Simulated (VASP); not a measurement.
# Mg2Sn (Fm-3m) in VASP: further runs

Mg2Sn is run at these levels: LDA; tasks: electric field gradients.

All numbers are computed with VASP 6.6.1; they aren't measurements. Logs are shortened: lines on timing, memory, paths and dates and some standing lists are left out, and cuts for length are marked.

## 1. The cell of the first run

It takes space group Fm-3m (No. 225, cubic). Conventional cell: a = 6.892 Å, b = 6.892 Å, c = 6.892 Å, α = 90.00°, β = 90.00°, γ = 90.00°. Within 3.9 Å of Mg (site symmetry -43m) lie 4 Sn at 2.98 Å and 6 Mg at 3.45 Å. Within 3.9 Å of Sn (site symmetry m-3m) lie 8 Mg at 2.98 Å.

## 2. Electric field gradients, LDA (27.28 Å³/atom)

INCAR reads:

```
ALGO = Normal ; EDIFF = 1E-8
ENCUT = 520 ; GGA = CA
GGA_COMPAT = False ; ISIF = 2
ISMEAR = -1 ; LASPH = True
LCHARG = False ; LEFG = True
LREAL = False ; LWAVE = False
NBANDS = 16 ; NELM = 120
PREC = Accurate ; SIGMA = 0.08
```

KPOINTS reads:

```
k-points
0
Gamma
  11 11 11
```

POSCAR reads:

```
Mg2Sn
1.0
    0.0000000000      3.4457815334      3.4457815334
    3.4457815334      0.0000000000      3.4457815334
    3.4457815334      3.4457815334      0.0000000000
Mg Sn
2 1
Direct
    0.2500000000      0.2500000000      0.2500000000
    0.7500000000      0.7500000000      0.7500000000
    0.0000000000      0.0000000000      0.0000000000
```

Potentials or basis: VASP PAW LDA potentials, release 64 (Mg, Sn_d).

The run is started by

```console
> cat potpaw_LDA.64/Mg/POTCAR potpaw_LDA.64/Sn_d/POTCAR > POTCAR
> mpirun -np 1 vasp_std > vasp.out
```

OUTCAR:

```text
EDIFF = 1E-8
   ENCUT = 520
   GGA = CA
   ISIF = 2
   ISMEAR = -1
   LASPH = True
   LREAL = False
   NELM = 120
   PREC = Accurate

 ion  position               nearest neighbor table
   1  0.250  0.250  0.250-   3 2.98   3 2.98   3 2.98   3 2.98   2 3.45   2 3.45   2 3.45   2 3.45
                             2 3.45   2 3.45
   2  0.750  0.750  0.750-   3 2.98   3 2.98   3 2.98   3 2.98   1 3.45   1 3.45   1 3.45   1 3.45
                             1 3.45   1 3.45
   3  0.000  0.000  0.000-   2 2.98   2 2.98   2 2.98   1 2.98   2 2.98   1 2.98   1 2.98   1 2.98

  LATTYP: Found a face centered cubic cell.
 ALAT       =     6.8915630668

  Lattice vectors:

 A1 = (   0.0000000000,   3.4457815334,   3.4457815334)
 A2 = (   3.4457815334,   0.0000000000,   3.4457815334)
 A3 = (   3.4457815334,   3.4457815334,   0.0000000000)

Analysis of symmetry for initial positions (statically):
=====================================================================
 Subroutine PRICEL returns:
 Original cell was already a primitive cell.

 Routine SETGRP: Setting up the symmetry group for a
 face centered cubic supercell.

 Subroutine GETGRP returns: Found 48 space group operations
 (whereof 48 operations were pure point group operations)
 out of a pool of 48 trial point group operations.

The static configuration has the point symmetry O_h .

Analysis of symmetry for dynamics (positions and initial velocities):
=====================================================================
 Subroutine PRICEL returns:
 Original cell was already a primitive cell.

 Routine SETGRP: Setting up the symmetry group for a
 face centered cubic supercell.

 Subroutine GETGRP returns: Found 48 space group operations
 (whereof 48 operations were pure point group operations)
 out of a pool of 48 trial point group operations.

The dynamic configuration has the point symmetry O_h .

 Subroutine INISYM returns: Found 48 space group operations
 (whereof 48 operations are pure point group operations),
 and found     1 'primitive' translations

----------------------------------------------------------------------------------------

                                     Primitive cell

  volume of cell :      81.8264

  direct lattice vectors                    reciprocal lattice vectors
[... 132 lines left out ...]
  free energy    TOTEN  =        -8.82732687 eV

  energy without entropy =       -8.81935449  energy(sigma->0) =       -8.82334068

 E-fermi :   3.6096     XC(G=0):  -8.7645

 val. band max:        3.6056252017   @ k =  -0.0909   0.0909   0.0000
 cond. band min:       3.6225306451   @ k =   0.3636   0.3636   0.0000
 fundamental gap:      0.0169054434
 Fermi energy:         3.6095645239

 k-point     1 :       0.0000    0.0000    0.0000
  band No.  band energies     occupation
      1     -17.2160      2.00000
      2     -17.2160      2.00000
      3     -17.2160      2.00000
      4     -17.1822      2.00000
      5     -17.1822      2.00000
      6      -5.2023      2.00000
[... 433 lines left out ...]
      3     -17.2141      2.00000
      4     -17.1822      2.00000
      5     -17.1816      2.00000
      6      -4.5803      2.00000
[... 8 lines left out ...]
     15       9.5928      0.00000
     16       9.9610      0.00000

 [... further k-points ...]

------------------------ aborting loop because EDIFF is reached ----------------------------------------

  FORCE on cell =-STRESS in cart. coord.  units (eV):
  Direction    XX          YY          ZZ          XY          YZ          ZX
  --------------------------------------------------------------------------------------
  -------------------------------------------------------------------------------------
  Total       -2.0604452     -2.0604452     -2.0604452     -0.0000000     -0.0000000      0.0000000
  in kB      -40.3439525    -40.3439525    -40.3439525     -0.0000000     -0.0000000      0.0000000
  external PRESSURE =     -40.3439525 kB  Pullay stress =       0.0000000 kB

 VOLUME and BASIS-vectors are now :
 -----------------------------------------------------------------------------
  energy-cutoff  :      520.00
  volume of cell :       81.83
      direct lattice vectors                 reciprocal lattice vectors
     0.000000000  3.445781533  3.445781533    -0.145104962  0.145104962  0.145104962
     3.445781533  0.000000000  3.445781533     0.145104962 -0.145104962  0.145104962
     3.445781533  3.445781533  0.000000000     0.145104962  0.145104962 -0.145104962

 POSITION                                       TOTAL-FORCE (eV/Angst)
 -----------------------------------------------------------------------------------
      1.72289      1.72289      1.72289         0.000000      0.000000      0.000000
      5.16867      5.16867      5.16867        -0.000000     -0.000000     -0.000000
      0.00000      0.00000      0.00000         0.000000      0.000000      0.000000
 -----------------------------------------------------------------------------------
    total drift:                               -0.000000      0.000000      0.000000

  FREE ENERGIE OF THE ION-ELECTRON SYSTEM (eV)
  ---------------------------------------------------
  free  energy   TOTEN  =        -8.8273268668 eV

  energy  without entropy=       -8.8193544940  energy(sigma->0) =       -8.82334068

 Electric field gradients (V/A^2)
---------------------------------------------------------------------
 ion       V_xx      V_yy      V_zz      V_xy      V_xz      V_yz
---------------------------------------------------------------------
   1      -0.000     0.000    -0.000    -0.000    -0.000    -0.000
   2      -0.000     0.000    -0.000    -0.000    -0.000    -0.000
   3      -0.000     0.000    -0.000    -0.000    -0.000    -0.000
---------------------------------------------------------------------

 Electric field gradients after diagonalization (V/A^2)
 (convention: |V_zz| > |V_xx| > |V_yy|)
----------------------------------------------------------------------
 ion       V_xx      V_yy      V_zz     asymmetry (V_yy - V_xx)/ V_zz
----------------------------------------------------------------------
   1       0.000     0.000    -0.000       0.000
   2       0.000     0.000    -0.000       0.000
   3       0.000     0.000    -0.001       0.000
----------------------------------------------------------------------

           NMR quadrupolar parameters

 Cq : quadrupolar parameter    Cq=e*Q*V_zz/h
 eta: asymmetry parameters     (V_yy - V_xx)/ V_zz
 Q  : nuclear electric quadrupole moment in mb (millibarn)
----------------------------------------------------------------------
 ion       Cq(MHz)       eta       Q (mb)
----------------------------------------------------------------------
   1      -0.000       0.000       1.000
   2      -0.000       0.000       1.000
   3      -0.000       0.000       1.000
----------------------------------------------------------------------
```

OSZICAR:

```text
N       E                     dE             d eps       ncg     rms          rms(c)
DAV:   1     0.921933251733E+02    0.92193E+02   -0.82938E+03  1800   0.115E+03
DAV:   2    -0.126500954815E+01   -0.93458E+02   -0.91035E+02  1840   0.294E+02
DAV:   3    -0.899980225808E+01   -0.77348E+01   -0.77049E+01  2432   0.754E+01
DAV:   4    -0.920544537486E+01   -0.20564E+00   -0.20562E+00  2064   0.132E+01
DAV:   5    -0.921362706112E+01   -0.81817E-02   -0.81816E-02  2752   0.240E+00    0.322E+00
DAV:   6    -0.890528594503E+01    0.30834E+00   -0.28452E-01  2160   0.209E+00    0.168E+00
DAV:   7    -0.882881758372E+01    0.76468E-01   -0.20016E-01  2304   0.247E+00    0.450E-01
DAV:   8    -0.882756250793E+01    0.12551E-02   -0.18029E-02  2216   0.147E+00    0.196E-01
DAV:   9    -0.882741707919E+01    0.14543E-03   -0.20305E-03  2320   0.522E-01    0.511E-02
DAV:  10    -0.882732450745E+01    0.92572E-04   -0.34688E-04  2256   0.107E-01    0.215E-02
DAV:  11    -0.882732762340E+01   -0.31160E-05   -0.30697E-05  2168   0.442E-02    0.102E-02
DAV:  12    -0.882732686006E+01    0.76334E-06   -0.23048E-06  2432   0.157E-02    0.383E-03
DAV:  13    -0.882732686732E+01   -0.72600E-08   -0.35520E-07  2136   0.645E-03    0.150E-03
DAV:  14    -0.882732686676E+01    0.56093E-09   -0.17317E-08  1608   0.141E-03
   1 F= -.88273269E+01 E0= -.88233407E+01  d E =-.797237E-02
```

Wall time 98 s (1 thread of Intel Xeon 8259CL, shared host); peak memory 0.22 GiB.

What came out:

* Free energy: -8.8273 eV
* Pressure: -4.0 GPa
* Band gap on the k mesh: zero (bands 9 and 10 overlap by 0.25 eV)
* Largest electric field gradient by atom: zero within the noise of the run

Levels at points of the mesh, in eV from the Fermi level:
| k point | band 7 | band 8 | band 9 | band 10 | band 11 | band 12 |
| --- | --- | --- | --- | --- | --- | --- |
| (0.00, 0.00, 0.00) | 0.06 | 0.06 | 0.06 | 1.05 | 2.16 | 2.16 |

Caveat: the cell stands under tension; spin-orbit coupling is left out, which moves the levels of the heavy elements.

(Continued in part 2 of 3.)
